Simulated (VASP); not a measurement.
# B (P6_3/mmc) in VASP: single point with PBE

Aim: the single point of B with PBE.

Program: VASP 6.6.1. These are calculated values, not measurements. Logs are shortened: lines on timing, memory, paths and dates and some standing lists are left out, and cuts for length are marked.

**1. The cell of the first run**

It takes space group P6_3/mmc (No. 194, hexagonal). Conventional cell: a = 1.715 Å, b = 1.715 Å, c = 9.159 Å, α = 90.00°, β = 90.00°, γ = 120.00°. B (site symmetry -6m2) has 6 B at 1.72 Å within 2.3 Å.

**2. Single point, PBE**

INCAR reads:

```
SYSTEM = B
PREC = Accurate
ENCUT = 520
EDIFF = 1E-6
ISMEAR = -1
SIGMA = 0.1
LREAL = .False.
LASPH = .True.
NELM = 80
ALGO = Normal
ISIF = 2
LWAVE = .False.
LCHARG = .False.
GGA = PE
NBANDS = 10
```

KPOINTS reads:

```
Automatic mesh
0
Gamma
  11 11 2
  0 0 0
```

POSCAR reads:

```
B
1.0
    1.7150102462      0.0000000000      0.0000000000
   -0.8575051231      1.4852424409      0.0000000000
    0.0000000000      0.0000000000      9.1588010579
B
2
Direct
    0.3333333333      0.6666666667      0.2500000000
    0.6666666667      0.3333333333      0.7500000000
```

Potentials or basis: VASP PAW PBE potentials, release 64 (B).

Run with:

```sh
> cat potpaw_PBE.64/B/POTCAR > POTCAR
> mpirun -np 1 vasp_std > vasp.out
```

OUTCAR:

```text
SYSTEM = B
   PREC = Accurate
   ENCUT = 520
   EDIFF = 1E-6
   ISMEAR = -1
   LREAL = .False.
   LASPH = .True.
   NELM = 80
   ISIF = 2
   GGA = PE

 ion  position               nearest neighbor table
   1  0.333  0.667  0.250-
   2  0.667  0.333  0.750-

  LATTYP: Found a hexagonal cell.
 ALAT       =     1.7150102462
 C/A-ratio  =     5.3403768742

  Lattice vectors:

 A1 = (   1.7150102462,   0.0000000000,   0.0000000000)
 A2 = (  -0.8575051231,   1.4852424409,   0.0000000000)
 A3 = (   0.0000000000,   0.0000000000,   9.1588010579)

Analysis of symmetry for initial positions (statically):
=====================================================================
 Subroutine PRICEL returns:
 Original cell was already a primitive cell.

 Routine SETGRP: Setting up the symmetry group for a
 hexagonal supercell.

 Subroutine GETGRP returns: Found 24 space group operations
 (whereof 12 operations were pure point group operations)
 out of a pool of 24 trial point group operations.

The static configuration has the point symmetry D_3d.
 The point group associated with its full space group is D_6h.

Analysis of symmetry for dynamics (positions and initial velocities):
=====================================================================
 Subroutine PRICEL returns:
 Original cell was already a primitive cell.

 Routine SETGRP: Setting up the symmetry group for a
 hexagonal supercell.

 Subroutine GETGRP returns: Found 24 space group operations
 (whereof 12 operations were pure point group operations)
 out of a pool of 24 trial point group operations.

The dynamic configuration has the point symmetry D_3d.
 The point group associated with its full space group is D_6h.

 Subroutine INISYM returns: Found 24 space group operations
 (whereof 12 operations are pure point group operations),
 and found     1 'primitive' translations

----------------------------------------------------------------------------------------

                                     Primitive cell

  volume of cell :      23.3294

  direct lattice vectors                    reciprocal lattice vectors
     1.715010246  0.000000000  0.000000000     0.583086895  0.336645376  0.000000000
    -0.857505123  1.485242441  0.000000000     0.000000000  0.673290752  0.000000000
     0.000000000  0.000000000  9.158801058     0.000000000  0.000000000  0.109184597

  length of vectors
     1.715010246  1.715010246  9.158801058     0.673290752  0.673290752  0.109184597

  position of ions in fractional coordinates (direct lattice)
     0.333333333  0.666666667  0.250000000
     0.666666667  0.333333333  0.750000000

  ion indices of the primitive-cell ions
   primitive index   ion index
                 1           1
                 2           2

----------------------------------------------------------------------------------------

 KPOINTS: Automatic mesh

Automatic generation of k-mesh.
 Grid dimensions read from file:
 generate k-points for:   11   11    2

 Generating k-lattice:

  Cartesian coordinates                     Fractional coordinates (reciprocal lattice)
     0.053007900  0.030604125  0.000000000     0.090909091  0.000000000  0.000000000
     0.000000000  0.061208250  0.000000000     0.000000000  0.090909091  0.000000000
     0.000000000  0.000000000  0.054592298     0.000000000  0.000000000  0.500000000

  Length of vectors
     0.061208250  0.061208250  0.054592298

  Shift w.r.t. Gamma in fractional coordinates (k-lattice)
     0.000000000  0.000000000  0.000000000

 Subroutine IBZKPT returns following result:
 ===========================================

 Found     32 irreducible k-points:

 Following reciprocal coordinates:
            Coordinates               Weight
  0.000000  0.000000  0.000000      1.000000
  0.090909  0.000000  0.000000      6.000000
  0.181818  0.000000  0.000000      6.000000
  0.272727  0.000000  0.000000      6.000000
  0.363636 -0.000000  0.000000      6.000000
  0.454545 -0.000000  0.000000      6.000000
[... 16 lines left out ...]
  0.090909  0.090909  0.500000      6.000000
  0.181818  0.090909  0.500000     12.000000
 [... further k-points ...]
   k-points           NKPTS =     32   k-points in BZ     NKDIM =     32   number of bands    NBANDS=     10
   number of dos      NEDOS =    301   number of ions     NIONS =      2
   total plane-waves  NPLWV =  13720
   dimension x,y,z NGX =    14 NGY =   14 NGZ =   70
   dimension x,y,z NGXF=    28 NGYF=   28 NGZF=  140
   ions per type =               2
   NGX,Y,Z   is equivalent  to a cutoff of  13.57, 13.57, 12.71 a.u.
   NGXF,Y,Z  is equivalent  to a cutoff of  27.14, 27.14, 25.41 a.u.
 SYSTEM =  B
   PREC   = accura    normal or accurate (medium, high low for compatibility)
   ISTART =      0    job   : 0-new  1-cont  2-samecut
   ICHARG =      2    charge: 1-file 2-atom 10-const
   ISPIN  =      1    spin polarized calculation?
   LNONCOLLINEAR =      F non collinear calculations
   LSORBIT =      F    spin-orbit coupling
   LASPH  =      T    aspherical Exc in radial PAW
   ENCUT  =  520.0 eV  38.22 Ry    6.18 a.u.   3.19  3.19 17.03*2*pi/ulx,y,z
   NELM   =     80;   NELMIN=  2; NELMDL= -5     # of ELM steps
   EDIFF  = 0.1E-05   stopping-criterion for ELM
   LREAL  =      F    real-space projection
   EDIFFG = 0.1E-04   stopping-criterion for IOM
   NSW    =      0    number of steps for IOM
   IBRION =     -1    ionic relax: 0-MD 1-quasi-New 2-CG
   NFREE  =      0    steps in history (QN), initial steepest desc. (CG)
   ISIF   =      2    stress and relaxation
   ISYM   =      2    0-nonsym 1-usesym 2-fastsym
   POTIM  = 0.5000    time-step for ionic-motion
   TEBEG  =    0.0;   TEEND  =   0.0 temperature during run
   PSTRESS=    0.0 pullay stress
   NELECT =       6.0000    total number of electrons
   NUPDOWN=      -1.0000    fix difference up-down
   EMIN   =  10.00;   EMAX   =-10.00  energy-range for DOS
   EFERMI =   0.00;   METHOD = LEGACY
   ISMEAR =    -1;   SIGMA  =   0.10  broadening in eV -4-tet -1-fermi 0-gaus
   EFERMI_NEDOS =   21; number of points for ismear=-14 and -15
   IALGO  =     38    algorithm
   IMIX   =      4    mixing-type and parameters
     AMIX     =   0.40;   BMIX     =  1.00
     AMIX_MAG =   1.60;   BMIX_MAG =  1.00
  volume/ion in A,a.u.               =      11.66        78.72
  Fermi-wavevector in a.u.,A,eV,Ry     =   1.041097  1.967387 14.747111  1.083882
  Thomas-Fermi vector in A             =   2.175702
   LORBIT       =      0    0 simple, 1 ext, 2 COOP (PROOUT), +10 PAW based schemes
   GGA     = PE    functional components
[... 5 lines left out ...]
 non-spin polarized calculation
  energy-cutoff  :      520.00
  volume of cell :       23.33
 maximum number of plane-waves:       646
 NGX is ok and might be reduce to    14
   NGX =  7   NGY =  7   NGZ = 35

 number of electron       6.0000000 magnetization

 Free energy of the ion-electron system (eV)
  ---------------------------------------------------
  ext. energy  EPLUGINS =         0.00000000
  ---------------------------------------------------
  free energy    TOTEN  =       -12.06185020 eV

  energy without entropy =      -12.05604085  energy(sigma->0) =      -12.05894553

 E-fermi :   2.9926     XC(G=0):  -8.5668

 val. band max:        2.8004650629   @ k =   0.2727   0.0909   0.0000
 cond. band min:       3.9198280076   @ k =   0.3636  -0.0000   0.0000
 fundamental gap:      1.1193629447
 Fermi energy:         2.9926039448

 k-point     1 :       0.0000    0.0000    0.0000
  band No.  band energies     occupation
      1     -13.6778      2.00000
      2     -13.6371      2.00000
      3      -4.5146      2.00000
      4      -4.0613      2.00000
      5       5.2509      0.00000
      6       8.7609      0.00000
      7      11.1804      0.00000
      8      18.6475      0.00000
      9      22.9410      0.00000
     10      27.6687      0.00000

 k-point     2 :       0.0909    0.0000    0.0000
  band No.  band energies     occupation
      1     -13.3032      2.00000
      2     -13.2643      2.00000
      3      -3.9730      2.00000
      4      -3.5227      2.00000
      5       5.7566      0.00000
      6       9.3057      0.00000
      7      11.5820      0.00000
      8      19.1564      0.00000
      9      22.6895      0.00000
     10      25.9622      0.00000

 k-point     3 :       0.1818    0.0000    0.0000
  band No.  band energies     occupation
      1     -12.1887      2.00000
      2     -12.1550      2.00000
      3      -2.3553      2.00000
      4      -1.9148      2.00000
      5       7.2487      0.00000
      6      10.9310      0.00000
      7      12.6372      0.00000
      8      20.0844      0.00000
      9      20.6396      0.00000
     10      21.6950      0.00000

 k-point     4 :       0.2727    0.0000    0.0000
  band No.  band energies     occupation
      1     -10.3784      2.00000
      2     -10.3521      2.00000
      3       0.3093      2.00000
      4       0.7296      2.00000
      5       9.4475      0.00000
      6      12.6447      0.00000
      7      13.5901      0.00000
      8      15.2667      0.00000
      9      18.2882      0.00000
     10      21.8342      0.00000
[... 222 lines left out ...]
 k-point    22 :       0.4545   -0.0000    0.5000
  band No.  band energies     occupation
      1      -5.8537      2.00000
      2      -5.8537      2.00000
      3       5.0888      0.00000
      4       5.0888      0.00000
      5       8.0234      0.00000
      6       8.0234      0.00000
      7      16.9082      0.00000
      8      16.9082      0.00000
      9      19.1847      0.00000
     10      19.1847      0.00000

 k-point    23 :       0.0909    0.0909    0.5000
  band No.  band energies     occupation
      1     -12.5400      2.00000
      2     -12.5400      2.00000
      3      -2.6811      2.00000
      4      -2.6811      2.00000
      5       7.9855      0.00000
      6       7.9855      0.00000
      7      15.9616      0.00000
      8      15.9616      0.00000
      9      23.5234      0.00000
     10      23.5321      0.00000

 k-point    24 :       0.1818    0.0909    0.5000
  band No.  band energies     occupation
      1     -11.0703      2.00000
      2     -11.0703      2.00000
      3      -0.5451      2.00000
      4      -0.5451      2.00000
      5       9.8973      0.00000
      6       9.8973      0.00000
      7      16.6024      0.00000
      8      16.6024      0.00000
      9      19.0492      0.00000
     10      19.0492      0.00000

 [... further k-points ...]
[... 5 lines left out ...]
  --------------------------------------------------------------------------------------
  -------------------------------------------------------------------------------------
  Total       -0.5294224     -0.5294224     -0.0156082      0.0000000      0.0000000      0.0000000
  in kB      -36.3588540    -36.3588540     -1.0719135      0.0000000      0.0000000      0.0000000
  external PRESSURE =     -24.5965405 kB  Pullay stress =       0.0000000 kB

 VOLUME and BASIS-vectors are now :
 -----------------------------------------------------------------------------
  energy-cutoff  :      520.00
  volume of cell :       23.33
      direct lattice vectors                 reciprocal lattice vectors
     1.715010246  0.000000000  0.000000000     0.583086895  0.336645376  0.000000000
    -0.857505123  1.485242441  0.000000000     0.000000000  0.673290752  0.000000000
     0.000000000  0.000000000  9.158801058     0.000000000  0.000000000  0.109184597

 POSITION                                       TOTAL-FORCE (eV/Angst)
 -----------------------------------------------------------------------------------
     -0.00000      0.99016      2.28970        -0.000000      0.000000      0.000000
      0.85751      0.49508      6.86910         0.000000     -0.000000      0.000000
 -----------------------------------------------------------------------------------
    total drift:                               -0.000000      0.000000     -0.000000

  FREE ENERGIE OF THE ION-ELECTRON SYSTEM (eV)
  ---------------------------------------------------
  free  energy   TOTEN  =       -12.0618502028 eV

  energy  without entropy=      -12.0560408549  energy(sigma->0) =      -12.05894553
```

Run time: 3.3 s. Hardware: 1 thread of Intel Xeon 6975P-C (Granite Rapids), shared host; peak memory 0.12 GiB.

What came out:

```yaml
Free_energy: -12.0619 eV
Pressure: -2.5 GPa
Band_gap_on_the_k_mesh: zero (band 3 reaches 6.45 eV, above the bottom of band 4 at -4.30 eV)
```

Caveat: the k points lie up to 0.38 Å⁻¹ apart; this functional lacks dispersion, which binds the layers, so the pressure and a relaxed spacing across them are unreliable.
